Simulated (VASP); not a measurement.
# SnO2 (P6_3/mmc) in VASP: notebook

The runs below take SnO2 through single point, with PBE+D3(BJ).

Everything below comes from runs of VASP 6.6.1. Logs are shortened: lines on timing, memory, paths and dates and some standing lists are left out, and cuts for length are marked.

## Step 1: The cell of the first run

The structure is hexagonal, space group P6_3/mmc (No. 194). The conventional cell has a = 3.188 Å, b = 3.188 Å, c = 9.855 Å, α = 90.00°, β = 90.00°, γ = 120.00°. Sn (site symmetry -3m) has 6 O at 2.08 Å within 2.8 Å. Within 2.8 Å of O (site symmetry 3m) lie 3 Sn at 2.08 Å and 3 O at 2.67 Å.

## Step 2: Single point, PBE+D3(BJ) (14.46 Å³/atom)

INCAR

```
SYSTEM = SnO2
  PREC = Accurate
  ENCUT = 520
  EDIFF = 1E-6
  ISMEAR = 0
  SIGMA = 0.05
  LREAL = .False.
  LASPH = .True.
  NELM = 80
  ALGO = Normal
  ISIF = 2
  LWAVE = .False.
  LCHARG = .True.
  GGA = PE
  IVDW = 12
  LELF = .True.
  LVHAR = .True.
  NBANDS = 35
```

KPOINTS

```
regular mesh
0
Gamma
  12 12 4
  0 0 0
```

POSCAR

```
SnO2
1.0
    3.1879722499      0.0000000000      0.0000000000
   -1.5939861249      2.7608649550      0.0000000000
    0.0000000000      0.0000000000      9.8552974134
Sn O
2 4
Direct
    0.0000000000      0.0000000000      0.5000000000
    0.0000000000      0.0000000000      0.0000000000
    0.6666666667      0.3333333333      0.4017901367
    0.6666666667      0.3333333333      0.0982098633
    0.3333333333      0.6666666667      0.5982098633
    0.3333333333      0.6666666667      0.9017901367
```

Potentials or basis: VASP PAW PBE potentials, release 64 (Sn_d, O).

Launch:

```bash
cat potpaw_PBE.64/Sn_d/POTCAR potpaw_PBE.64/O/POTCAR > POTCAR
mpirun -np 1 vasp_std > vasp.out
```

OUTCAR:

```text
SYSTEM = SnO2
   PREC = Accurate
   ENCUT = 520
   EDIFF = 1E-6
   ISMEAR = 0
   LREAL = .False.
   LASPH = .True.
   NELM = 80
   ISIF = 2
   GGA = PE
   IVDW = 12
 IVDW          = 12

 ion  position               nearest neighbor table
   1  0.000  0.000  0.500-   3 2.08   5 2.08   5 2.08   3 2.08   3 2.08   5 2.08
   2  0.000  0.000  0.000-   4 2.08   6 2.08   6 2.08   4 2.08   4 2.08   6 2.08
   3  0.667  0.333  0.402-   1 2.08   1 2.08   1 2.08
   4  0.667  0.333  0.098-   2 2.08   2 2.08   2 2.08
   5  0.333  0.667  0.598-   1 2.08   1 2.08   1 2.08
   6  0.333  0.667  0.902-   2 2.08   2 2.08   2 2.08

  LATTYP: Found a hexagonal cell.
 ALAT       =     3.1879722499
 C/A-ratio  =     3.0914000000

  Lattice vectors:

 A1 = (   3.1879722499,   0.0000000000,   0.0000000000)
 A2 = (  -1.5939861249,   2.7608649550,   0.0000000000)
 A3 = (   0.0000000000,   0.0000000000,   9.8552974134)

Analysis of symmetry for initial positions (statically):
=====================================================================
 Subroutine PRICEL returns:
 Original cell was already a primitive cell.

 Routine SETGRP: Setting up the symmetry group for a
 hexagonal supercell.

 Subroutine GETGRP returns: Found 24 space group operations
 (whereof 12 operations were pure point group operations)
 out of a pool of 24 trial point group operations.

The static configuration has the point symmetry D_3d.
 The point group associated with its full space group is D_6h.

Analysis of symmetry for dynamics (positions and initial velocities):
=====================================================================
 Subroutine PRICEL returns:
 Original cell was already a primitive cell.

 Routine SETGRP: Setting up the symmetry group for a
 hexagonal supercell.

 Subroutine GETGRP returns: Found 24 space group operations
 (whereof 12 operations were pure point group operations)
 out of a pool of 24 trial point group operations.

The dynamic configuration has the point symmetry D_3d.
 The point group associated with its full space group is D_6h.

 Subroutine INISYM returns: Found 24 space group operations
 (whereof 12 operations are pure point group operations),
 and found     1 'primitive' translations

----------------------------------------------------------------------------------------

                                     Primitive cell

  volume of cell :      86.7420

  direct lattice vectors                    reciprocal lattice vectors
[... 99 lines left out ...]
   IBRION =     -1    ionic relax: 0-MD 1-quasi-New 2-CG
   NFREE  =      0    steps in history (QN), initial steepest desc. (CG)
   ISIF   =      2    stress and relaxation
   ISYM   =      2    0-nonsym 1-usesym 2-fastsym
   POTIM  = 0.5000    time-step for ionic-motion
   TEBEG  =    0.0;   TEEND  =   0.0 temperature during run
   PSTRESS=    0.0 pullay stress
   NELECT =      52.0000    total number of electrons
   NUPDOWN=      -1.0000    fix difference up-down
   EMIN   =  10.00;   EMAX   =-10.00  energy-range for DOS
   EFERMI =   0.00;   METHOD = LEGACY
   ISMEAR =     0;   SIGMA  =   0.05  broadening in eV -4-tet -1-fermi 0-gaus
   EFERMI_NEDOS =   21; number of points for ismear=-14 and -15
   IALGO  =     38    algorithm
   IMIX   =      4    mixing-type and parameters
     AMIX     =   0.40;   BMIX     =  1.00
     AMIX_MAG =   1.60;   BMIX_MAG =  1.00
  volume/ion in A,a.u.               =      14.46        97.56
  Fermi-wavevector in a.u.,A,eV,Ry     =   1.380383  2.608545 25.925304  1.905456
  Thomas-Fermi vector in A             =   2.505265
   LORBIT       =      0    0 simple, 1 ext, 2 COOP (PROOUT), +10 PAW based schemes
   GGA     = PE    functional components
   LHFCALC =     F    Hartree Fock is set to
   AEXX    =    0.0000 exact exchange contribution
   IVDW    =    12    specifies the selected vdW correction
   LEPSILON=     F    determine dielectric tensor
   LRPA    =     F    only Hartree local field effects (RPA)
 non-spin polarized calculation
 Gauss-broadening in eV      SIGMA  =   0.05
  energy-cutoff  :      520.00
  volume of cell :       86.74
 maximum number of plane-waves:      2354
 NGX is ok and might be reduce to    24
   NGX = 11   NGY = 11   NGZ = 37

 number of electron      51.9999983 magnetization

 Free energy of the ion-electron system (eV)
  ---------------------------------------------------
  ext. energy  EPLUGINS =         0.00000000
  ---------------------------------------------------
  free energy    TOTEN  =       -36.10225498 eV

  energy without entropy =      -36.10225498  energy(sigma->0) =      -36.10225498

 E-fermi :   3.7253     XC(G=0):  -9.8526

 val. band max:        3.4973914444   @ k =   0.2500   0.2500   0.0000
 cond. band min:       5.6193648885   @ k =   0.0000   0.0000   0.0000
 fundamental gap:      2.1219734441
 Fermi energy:         3.7253488402

 k-point     1 :       0.0000    0.0000    0.0000
  band No.  band energies     occupation
      1     -16.7833      2.00000
      2     -16.7787      2.00000
      3     -16.4222      2.00000
      4     -16.4222      2.00000
      5     -16.4220      2.00000
      6     -16.4220      2.00000
[... 901 lines left out ...]
     34      15.7150      0.00000
     35      16.1561      0.00000

 [... further k-points ...]

------------------------ aborting loop because EDIFF is reached ----------------------------------------

 Edisp (eV)   -1.05684

 E8    (eV) :    -0.4150

  FORCE on cell =-STRESS in cart. coord.  units (eV):
  Direction    XX          YY          ZZ          XY          YZ          ZX
  --------------------------------------------------------------------------------------
  -------------------------------------------------------------------------------------
  Total       4.38359     4.38359     3.78552     0.00000     0.00000     0.00000
  in kB      80.96752    80.96752    69.92090     0.00000     0.00000     0.00000
  external pressure =       77.29 kB  Pullay stress =        0.00 kB

 VOLUME and BASIS-vectors are now :
 -----------------------------------------------------------------------------
  energy-cutoff  :      520.00
  volume of cell :       86.74
      direct lattice vectors                 reciprocal lattice vectors
     3.187972250  0.000000000  0.000000000     0.313679017  0.181102665  0.000000000
    -1.593986125  2.760864955  0.000000000     0.000000000  0.362205329  0.000000000
     0.000000000  0.000000000  9.855297413     0.000000000  0.000000000  0.101468272

 POSITION                                       TOTAL-FORCE (eV/Angst)
 -----------------------------------------------------------------------------------
      0.00000      0.00000      4.92765         0.000000      0.000000     -0.000000
      0.00000      0.00000      0.00000         0.000000      0.000000     -0.000000
      1.59399      0.92029      3.95976        -0.000000      0.000000     -0.834104
      1.59399      0.92029      0.96789        -0.000000      0.000000      0.834104
     -0.00000      1.84058      5.89554         0.000000     -0.000000      0.834104
     -0.00000      1.84058      8.88741         0.000000     -0.000000     -0.834104
 -----------------------------------------------------------------------------------
    total drift:                               -0.000000      0.000000      0.000000

  FREE ENERGIE OF THE ION-ELECTRON SYSTEM (eV)
  ---------------------------------------------------
  free  energy   TOTEN  =       -37.1590913160 eV

  energy  without entropy=      -37.1590913160  energy(sigma->0) =      -37.15909132
```

stdout:

```text
POSCAR found type information on POSCAR SnO
 POSCAR found :  2 types and       6 ions
 scaLAPACK will be used
 LDA part: xc-table for (Slater+PW92), standard interpolation
 POSCAR, INCAR and KPOINTS ok, starting setup
 FFT: planning ... GRIDC
 FFT: planning ... GRID_SOFT
 FFT: planning ... GRID
 WAVECAR not read
 entering main loop
```

Run time: 2.3 min. Hardware: 1 thread of Intel Xeon Platinum 8488C (Sapphire Rapids), shared host; peak memory 0.29 GiB.

Results:

```yaml
Free_energy: -37.1591 eV
Pressure: 7.7 GPa
Largest_force: 0.834 eV/Å
Band_gap_on_the_k_mesh: 2.12 eV (least direct gap 2.59 eV)
Dispersion_energy_per_atom: -0.176 eV
```

Forces in eV/Å, atoms in the order of the input:
```
Sn   0.000  0.000  0.000
Sn   0.000  0.000  0.000
O    0.000  0.000 -0.834
O    0.000  0.000  0.834
O    0.000  0.000  0.834
O    0.000  0.000 -0.834
```

Caveat: the cell stands under pressure; spin-orbit coupling is left out, which moves the levels of the heavy elements.

## Step 3: Single point, PBE+D3(BJ) (14.46 Å³/atom)

INCAR

```
SYSTEM = SnO2
  ALGO = Normal
  EDIFF = 1E-6
  ENCUT = 520
  GGA = PE
  ISIF = 2
  ISMEAR = 0
  IVDW = 12
  LASPH = .TRUE.
  LCHARG = .FALSE.
  LREAL = .FALSE.
  LWAVE = .FALSE.
  NBANDS = 35
  NELM = 60
  PREC = Accurate
  SIGMA = 0.05
```

KPOINTS

```
k-points
0
G
  12 12 4
  0 0 0
```

Changes to POSCAR since step 2:

```diff
@@ -2,5 +2,5 @@
 1.0
-    3.1879722499      0.0000000000      0.0000000000
-   -1.5939861249      2.7608649550      0.0000000000
-    0.0000000000      0.0000000000      9.8552974134
+    3.1456575827      0.0000000000      0.0000000000
+   -1.5728287913      2.7242193782      0.0000000000
+    0.0000000000      0.0000000000     10.1222231499
 Sn O
```

Potentials or basis: VASP PAW PBE potentials, release 64 (Sn_d, O).

Launch:

```bash
cat potpaw_PBE.64/Sn_d/POTCAR potpaw_PBE.64/O/POTCAR > POTCAR
mpirun -np 1 vasp_std > vasp.out
```

Run time: 2.2 min. Hardware: 1 thread of Intel Xeon Platinum 8488C (Sapphire Rapids), shared host; peak memory 0.29 GiB.

It converged, with:

- Free energy: -37.1045 eV
- Pressure: 10.5 GPa
- Largest force: 0.815 eV/Å
- Band gap on the k mesh: 2.45 eV (least direct gap 2.92 eV)
- Dispersion energy per atom: -0.176 eV

Forces in eV/Å, atoms in the order of the input:
```
Sn   0.000  0.000  0.000
Sn   0.000  0.000  0.000
O    0.000  0.000 -0.815
O    0.000  0.000  0.815
O    0.000  0.000  0.815
O    0.000  0.000 -0.815
```

Stress tensor (GPa, compression positive):
```
12.61  0.00  0.00
 0.00 12.61  0.00
 0.00  0.00  6.14
```

Levels at points of the mesh, in eV from the valence-band top:
```
           k point  band 24  band 25  band 26  band 27  band 28  band 29
(0.00, 0.00, 0.00)    -0.91    -0.91    -0.47     2.45     3.42     5.71
(0.50, 0.00, 0.00)    -0.63    -0.55    -0.08     5.72     5.94     7.21
(0.00, 0.00, 0.50)    -0.93    -0.93    -0.93     2.95     2.95     5.96
(0.50, 0.00, 0.50)    -0.59    -0.33    -0.33     5.83     5.83     7.59
```

Caveat: the stress differs along the axes, from 6 to 13 GPa; spin-orbit coupling is left out, which moves the levels of the heavy elements.

## Step 4: Single point, PBE+D3(BJ) (14.46 Å³/atom)

INCAR

```
ALGO = Normal ; EDIFF = 1E-6
ENCUT = 520 ; GGA = PE
ISIF = 2 ; ISMEAR = 0
IVDW = 12 ; LASPH = True
LCHARG = False ; LREAL = False
LWAVE = False ; NBANDS = 35
NELM = 60 ; PREC = Accurate
SIGMA = 0.05
```

KPOINTS

```
k-points
0
Gamma
  12 12 4
```

Changes to POSCAR since step 3:

```diff
@@ -2,5 +2,5 @@
 1.0
-    3.1456575827      0.0000000000      0.0000000000
-   -1.5728287913      2.7242193782      0.0000000000
-    0.0000000000      0.0000000000     10.1222231499
+    3.0627193022      0.0000000000      0.0000000000
+   -1.5313596511      2.6523927204      0.0000000000
+    0.0000000000      0.0000000000     10.6778645752
 Sn O
```

Launch:

```bash
cat potpaw_PBE.64/Sn_d/POTCAR potpaw_PBE.64/O/POTCAR > POTCAR
mpirun -np 1 vasp_std > vasp.out
```

Run time: 88 s. Hardware: 1 thread of Intel Xeon 6975P-C (Granite Rapids), shared host; peak memory 0.29 GiB.

It converged, with:

* Free energy: -36.7588 eV
* Pressure: 16.0 GPa
* Largest force: 0.689 eV/Å
* Band gap on the k mesh: 3.03 eV (least direct gap 3.52 eV)
* Dispersion energy per atom: -0.176 eV

Forces on the atoms (eV/Å):
```
Sn   0.000  0.000  0.000
Sn   0.000  0.000  0.000
O    0.000  0.000 -0.689
O    0.000  0.000  0.689
O    0.000  0.000  0.689
O    0.000  0.000 -0.689
```

Stress tensor (GPa, compression positive):
```
21.86  0.00  0.00
 0.00 21.86  0.00
 0.00  0.00  4.34
```

Levels at points of the mesh, in eV from the valence-band top:
```
           k point  band 24  band 25  band 26  band 27  band 28  band 29
(0.00, 0.00, 0.00)    -0.56    -0.56    -0.50     3.03     3.82     6.18
(0.50, 0.00, 0.00)    -0.43    -0.39    -0.05     6.18     6.38     7.51
(0.00, 0.00, 0.50)    -0.57    -0.57    -0.57     3.43     3.43     6.34
(0.50, 0.00, 0.50)    -0.41    -0.24    -0.24     6.28     6.28     7.78
```

Caveat: the stress differs along the axes, from 4 to 22 GPa; spin-orbit coupling is left out, which moves the levels of the heavy elements. A k mesh can miss the band edges.

## Step 5: The runs side by side

```tsv
cell	gap on the mesh (eV)	pressure (GPa)	largest force (eV/Å)
a = 3.188, b = 3.188, c = 9.855 Å, angles 90.0, 90.0, 120.0°, 6 atoms	2.12	7.7	0.83
a = 3.146, b = 3.146, c = 10.122 Å, angles 90.0, 90.0, 120.0°, 6 atoms	2.45	10.5	0.81
a = 3.063, b = 3.063, c = 10.678 Å, angles 90.0, 90.0, 120.0°, 6 atoms	3.03	16.0	0.69
```

Alike in all rows: task single point; level PBE+D3(BJ); potentials or basis VASP PAW PBE potentials, release 64 (Sn_d, O); no spin polarisation; k mesh 12 × 12 × 4; cutoff (eV) 520; smearing gaussian 0.05 eV.

Caveats: spin-orbit coupling is left out, which moves the levels of the heavy elements; the cell stands under pressure (at least some runs); the stress differs along the axes, from 6 to 13 GPa (at least some runs); the stress differs along the axes, from 4 to 22 GPa (at least some runs).

Total energies depend on the potentials used, so only differences within one code and one set of settings carry meaning.
